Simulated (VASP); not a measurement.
# Cl (Cmce) in VASP: relaxation of cell and atoms with PBE+D3(BJ)

Aim: the relaxation of cell and atoms of Cl with PBE+D3(BJ).

Program: VASP 6.6.1. These are calculated values, not measurements. Logs are shortened: lines on timing, memory, paths and dates and some standing lists are left out, and cuts for length are marked.

## (1) The cell of the first run

Symmetry: Cmce, No. 64, orthorhombic system. Conventional cell: a = 6.240 Å, b = 4.480 Å, c = 8.260 Å, α = 90.00°, β = 90.00°, γ = 90.00°. Cl (site symmetry m) has 1 Cl at 2.02 Å within 2.7 Å.

## (2) Relaxation of cell and atoms, PBE+D3(BJ)

Contents of INCAR:

```
  PREC = Accurate
  ENCUT = 600
  EDIFF = 1E-6
  ISMEAR = 0
  SIGMA = 0.02
  LREAL = F
  LASPH = T
  NELM = 100
  ALGO = Normal
  ISIF = 3
  LWAVE = F
  LCHARG = F
  GGA = PE
  IVDW = 12
  IBRION = 2
  NSW = 100
  EDIFFG = -0.005
```

Contents of KPOINTS:

```
Automatic mesh
0
Gamma
  8 8 4
```

Contents of POSCAR:

```
Cl
1.0
    3.1200000000     -2.2400000000      0.0000000000
    3.1200000000      2.2400000000      0.0000000000
    0.0000000000      0.0000000000      8.2600000000
Cl
4
Direct
    0.1300000000      0.8700000000      0.1000000000
    0.6300000000      0.3700000000      0.4000000000
    0.8700000000      0.1300000000      0.9000000000
    0.3700000000      0.6300000000      0.6000000000
```

Potentials or basis: VASP PAW PBE potentials, release 64 (Cl).

On the command line:

```bash
cat potpaw_PBE.64/Cl/POTCAR > POTCAR
mpirun -np 1 vasp_std > vasp.out
```

OUTCAR:

```text
PREC = Accurate
   ENCUT = 600
   EDIFF = 1E-6
   ISMEAR = 0
   LREAL = F
   LASPH = T
   NELM = 100
   ISIF = 3
   GGA = PE
   IVDW = 12
   IBRION = 2
   NSW = 100
   EDIFFG = -0.005
 IVDW          = 12

 ion  position               nearest neighbor table
   1  0.130  0.870  0.100-   3 2.02
   2  0.630  0.370  0.400-   4 2.02
   3  0.870  0.130  0.900-   1 2.02
   4  0.370  0.630  0.600-   2 2.02

  LATTYP: Found a base centered orthorhombic cell.
 ALAT       =     4.4800000000
 B/A-ratio  =     1.3928571429
 C/A-ratio  =     1.8437500000

  Lattice vectors:

 A1 = (  -3.1200000000,  -2.2400000000,   0.0000000000)
 A2 = (   3.1200000000,  -2.2400000000,   0.0000000000)
 A3 = (   0.0000000000,   0.0000000000,   8.2600000000)

Analysis of symmetry for initial positions (statically):
=====================================================================
 Subroutine PRICEL returns:
 Original cell was already a primitive cell.

 Routine SETGRP: Setting up the symmetry group for a
 base centered orthorhombic supercell.

 Subroutine GETGRP returns: Found  8 space group operations
 (whereof  4 operations were pure point group operations)
 out of a pool of  8 trial point group operations.

The static configuration has the point symmetry C_2h.
 The point group associated with its full space group is D_2h.

Analysis of symmetry for dynamics (positions and initial velocities):
=====================================================================
 Subroutine PRICEL returns:
 Original cell was already a primitive cell.

 Routine SETGRP: Setting up the symmetry group for a
 base centered orthorhombic supercell.

 Subroutine GETGRP returns: Found  8 space group operations
 (whereof  4 operations were pure point group operations)
 out of a pool of  8 trial point group operations.

The dynamic configuration has the point symmetry C_2h.
 The point group associated with its full space group is D_2h.

 Subroutine INISYM returns: Found  8 space group operations
 (whereof  4 operations are pure point group operations),
 and found     1 'primitive' translations

----------------------------------------------------------------------------------------

                                     Primitive cell

  volume of cell :     115.4550

  direct lattice vectors                    reciprocal lattice vectors
     3.120000000 -2.240000000  0.000000000     0.160256410 -0.223214286  0.000000000
     3.120000000  2.240000000  0.000000000     0.160256410  0.223214286  0.000000000
     0.000000000  0.000000000  8.260000000     0.000000000  0.000000000  0.121065375

  length of vectors
     3.840833243  3.840833243  8.260000000     0.274784887  0.274784887  0.121065375

  position of ions in fractional coordinates (direct lattice)
     0.130000000  0.870000000  0.100000000
     0.630000000  0.370000000  0.400000000
     0.870000000  0.130000000  0.900000000
     0.370000000  0.630000000  0.600000000

[... 87 lines left out ...]
   TEBEG  =    0.0;   TEEND  =   0.0 temperature during run
   PSTRESS=    0.0 pullay stress
   NELECT =      28.0000    total number of electrons
   NUPDOWN=      -1.0000    fix difference up-down
   EMIN   =  10.00;   EMAX   =-10.00  energy-range for DOS
   EFERMI =   0.00;   METHOD = LEGACY
   ISMEAR =     0;   SIGMA  =   0.02  broadening in eV -4-tet -1-fermi 0-gaus
   EFERMI_NEDOS =   21; number of points for ismear=-14 and -15
   IALGO  =     38    algorithm
   IMIX   =      4    mixing-type and parameters
     AMIX     =   0.40;   BMIX     =  1.00
     AMIX_MAG =   1.60;   BMIX_MAG =  1.00
  volume/ion in A,a.u.               =      28.86       194.78
  Fermi-wavevector in a.u.,A,eV,Ry     =   1.020916  1.929251 14.180934  1.042269
  Thomas-Fermi vector in A             =   2.154512
   LORBIT       =      0    0 simple, 1 ext, 2 COOP (PROOUT), +10 PAW based schemes
   GGA     = PE    functional components
   LHFCALC =     F    Hartree Fock is set to
   AEXX    =    0.0000 exact exchange contribution
   IVDW    =    12    specifies the selected vdW correction
   LEPSILON=     F    determine dielectric tensor
   LRPA    =     F    only Hartree local field effects (RPA)
 conjugate gradient relaxation of ions
 non-spin polarized calculation
 Gauss-broadening in eV      SIGMA  =   0.02
  energy-cutoff  :      600.00
  volume of cell :      115.45
 maximum number of plane-waves:      3874
   NGX = 15   NGY = 15   NGZ = 33

--------------------------------------- Ionic step        1  -------------------------------------------

 number of electron      27.9999999 magnetization

 Free energy of the ion-electron system (eV)
  ---------------------------------------------------
  ext. energy  EPLUGINS =         0.00000000
  ---------------------------------------------------
  free energy    TOTEN  =        -7.30386071 eV

  energy without entropy =       -7.30386071  energy(sigma->0) =       -7.30386071

------------------------ aborting loop because EDIFF is reached ----------------------------------------

 Edisp (eV)   -0.60919

 E8    (eV) :    -0.2046
[... 111 lines left out ...]
  FREE ENERGIE OF THE ION-ELECTRON SYSTEM (eV)
  ---------------------------------------------------
  free  energy   TOTEN  =        -7.9216496880 eV

  energy  without entropy=       -7.9216496880  energy(sigma->0) =       -7.92164969

 E-fermi :  -0.0373     XC(G=0):  -7.9793

 val. band max:       -0.1681638348   @ k =   0.0000   0.0000   0.0000
 cond. band min:       2.2737891290   @ k =   0.0000   0.0000   0.0000
 fundamental gap:      2.4419529637
 Fermi energy:        -0.0373079543

 k-point     1 :       0.0000    0.0000    0.0000
  band No.  band energies     occupation
      1     -16.8977      2.00000
      2     -16.5618      2.00000
      3     -13.0763      2.00000
      4     -12.1813      2.00000
      5      -5.7627      2.00000
      6      -4.5259      2.00000
[... 493 lines left out ...]
     17       7.7302      0.00000
     18       8.0407      0.00000

 [... further k-points ...]

[... ionic steps 4 to 19 ...]

--------------------------------------- Ionic step       20  -------------------------------------------

 number of electron      27.9999995 magnetization

------------------------ aborting loop because EDIFF is reached ----------------------------------------
[... 79 lines left out ...]
--------------------------------------- Ionic step       22  -------------------------------------------

 number of electron      27.9999994 magnetization

 Free energy of the ion-electron system (eV)
  ---------------------------------------------------
  ext. energy  EPLUGINS =         0.00000000
  ---------------------------------------------------
  free energy    TOTEN  =        -7.31267997 eV

  energy without entropy =       -7.31267997  energy(sigma->0) =       -7.31267997

 E-fermi :   0.0416     XC(G=0):  -8.0129

 val. band max:       -0.0814015768   @ k =   0.0000   0.0000   0.0000
 cond. band min:       2.2511430436   @ k =   0.0000   0.0000   0.0000
 fundamental gap:      2.3325446204
 Fermi energy:         0.0416359362

 k-point     1 :       0.0000    0.0000    0.0000
  band No.  band energies     occupation
      1     -16.8538      2.00000
      2     -16.5210      2.00000
      3     -13.0545      2.00000
      4     -12.1432      2.00000
      5      -5.7614      2.00000
      6      -4.4342      2.00000
[... 530 lines left out ...]
  FREE ENERGIE OF THE ION-ELECTRON SYSTEM (eV)
  ---------------------------------------------------
  free  energy   TOTEN  =        -7.9613798499 eV

  energy  without entropy=       -7.9613798499  energy(sigma->0) =       -7.96137985

 reached required accuracy - stopping structural energy minimisation
```

CONTCAR:

```text
Cl
   1.00000000000000
     3.2743136249301532   -2.0541137407434387    0.0000000000000000
     3.2743136249301532    2.0541137407434387   -0.0000000000000000
     0.0000000000000000    0.0000000000000000    8.1101397878643535
  Cl
     4
Direct
     0.1230566734707973    0.8769433265292028    0.1077308494311800
     0.6230566734707972    0.3769433265292027    0.3922691505688201
     0.8769433265292028    0.1230566734707973    0.8922691505688201
     0.3769433265292027    0.6230566734707972    0.6077308494311799

  0.00000000E+00  0.00000000E+00  0.00000000E+00
  0.00000000E+00  0.00000000E+00  0.00000000E+00
  0.00000000E+00  0.00000000E+00  0.00000000E+00
  0.00000000E+00  0.00000000E+00  0.00000000E+00
```

It took 22 min on 1 thread of Oxide Virtual Turin-like, shared host; peak memory 0.31 GiB.

Results:

```yaml
Free_energy: -7.9614 eV
Relaxed_volume: 27.27 Å³/atom
Relaxed_cell: a = 3.865 Å, b = 3.865 Å, c = 8.110 Å, α = 90.00°, β = 90.00°, γ = 64.20°
Space_group_after_relaxing_to_0.05_Å: Cmce (No. 64)
Energy_gained_by_relaxing: 12.1 meV/atom
Ionic_steps: 22
Pressure_after_relaxing: 0.0 GPa
Largest_force_after_relaxing: 0.005 eV/Å
Band_gap_on_the_k_mesh: 2.33 eV, direct
Dispersion_energy_per_atom: -0.162 eV
```

Forces on the atoms (eV/Å):
```
Cl   0.000  0.003 -0.004
Cl   0.000  0.003  0.004
Cl   0.000 -0.003  0.004
Cl   0.000 -0.003 -0.004
```

The path:
| step | energy change (eV) | largest force (eV/Å) | pressure (GPa) | volume (Å³) |
| --- | --- | --- | --- | --- |
| 1 | 0.0000 | 0.2378 | -0.83 | 115.45 |
| 2 | 0.0039 | 0.6163 | 0.90 | 112.96 |
| 3 | -0.0086 | 0.1617 | -0.08 | 114.30 |
| 4 | -0.0139 | 0.1519 | -0.07 | 113.72 |
| 5 | -0.0278 | 0.1216 | -0.04 | 111.98 |
| 6 | -0.0414 | 0.0778 | 0.23 | 108.49 |
| 7 | -0.0308 | 0.4044 | -0.92 | 109.70 |
| 8 | -0.0421 | 0.0265 | -0.01 | 108.73 |
| 9 | -0.0434 | 0.0264 | -0.03 | 108.92 |
| 10 | -0.0461 | 0.0286 | -0.07 | 109.45 |
| 11 | -0.0465 | 0.0497 | -0.16 | 110.40 |
| 12 | -0.0471 | 0.0373 | -0.12 | 109.97 |
| 13 | -0.0383 | 0.3682 | 0.87 | 108.61 |
| 14 | -0.0473 | 0.0166 | -0.02 | 109.82 |
| 15 | -0.0477 | 0.0099 | 0.00 | 109.35 |
| 16 | -0.0481 | 0.0183 | 0.01 | 108.46 |
| 17 | -0.0475 | 0.0933 | 0.28 | 108.17 |
| 18 | -0.0481 | 0.0050 | 0.07 | 108.40 |
| 19 | -0.0482 | 0.0026 | 0.05 | 108.55 |
| 20 | -0.0483 | 0.0012 | 0.02 | 108.73 |
| 21 | -0.0483 | 0.0017 | 0.01 | 108.82 |
| 22 | -0.0483 | 0.0047 | -0.01 | 109.09 |

Final structure:
```
Cl
1.0
     3.27431   -2.05411    0.00000
     3.27431    2.05411    0.00000
     0.00000    0.00000    8.11014
Cl
4
Direct
  0.12306 0.87694 0.10773
  0.62306 0.37694 0.39227
  0.87694 0.12306 0.89227
  0.37694 0.62306 0.60773
```

Levels at points of the mesh, in eV from the valence-band top:
| k point | band 10 | band 11 | band 12 | band 13 | band 14 | band 15 | band 16 | band 17 | band 18 |
| --- | --- | --- | --- | --- | --- | --- | --- | --- | --- |
| (0.00, 0.00, 0.00) | -2.24 | -0.94 | -0.35 | -0.17 | 0.00 | 2.33 | 3.17 | 6.85 | 7.20 |
| (0.50, 0.00, 0.00) | -2.62 | -0.83 | -0.83 | -0.31 | -0.31 | 3.01 | 3.01 | 8.04 | 8.04 |
| (0.50, 0.50, 0.00) | -2.69 | -1.38 | -1.12 | -0.39 | -0.14 | 2.40 | 2.98 | 8.41 | 8.48 |
| (0.00, 0.00, 0.50) | -2.31 | -0.79 | -0.79 | -0.08 | -0.08 | 2.68 | 2.68 | 7.31 | 7.31 |
| (0.50, 0.00, 0.50) | -2.67 | -0.58 | -0.58 | -0.07 | -0.07 | 2.73 | 2.73 | 8.32 | 8.32 |
| (0.50, 0.50, 0.50) | -2.67 | -0.88 | -0.88 | -0.72 | -0.72 | 2.63 | 2.63 | 9.04 | 9.04 |
